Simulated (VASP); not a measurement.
A run of VASP 6.6.1:

Contents of INCAR:

```
  PREC = Accurate
  ENCUT = 520
  EDIFF = 1E-8
  ISMEAR = -1
  SIGMA = 0.05
  LREAL = False
  LASPH = True
  NELM = 80
  ALGO = Normal
  ISIF = 2
  LWAVE = False
  LCHARG = False
  GGA = CA
  LEFG = True
  NBANDS = 11
```

The input KPOINTS:

```
regular mesh
0
Gamma
  16 16 16
```

POSCAR

```
Si
1.0
   -2.2692175000      2.3733800000      1.2744125000
    2.2564675000     -2.3861300000      1.2755875000
    2.2455325000      2.3636200000     -1.2980975000
Si
2
Direct
    0.8070000000      0.5570000000      0.2500000000
    0.1930000000      0.4430000000      0.7500000000
```

Potentials or basis: VASP PAW LDA potentials, release 64 (Si).

Run with:

```sh
$ cat potpaw_LDA.64/Si/POTCAR > POTCAR
$ mpirun -np 1 vasp_std > vasp.out
```

Hardware: 1 thread of Intel(R) Xeon(R) Platinum 8259CL CPU @ 2.50GHz (Skylake/Cascade Lake), on a shared host.

Q: Estimate the wall time of this run.

A: Wall time 7.9 min on 1 thread of Intel(R) Xeon(R) Platinum 8259CL CPU @ 2.50GHz (Skylake/Cascade Lake), on a shared host, peak memory 0.55 GiB. Counts: scf iterations 12, k points 2052.
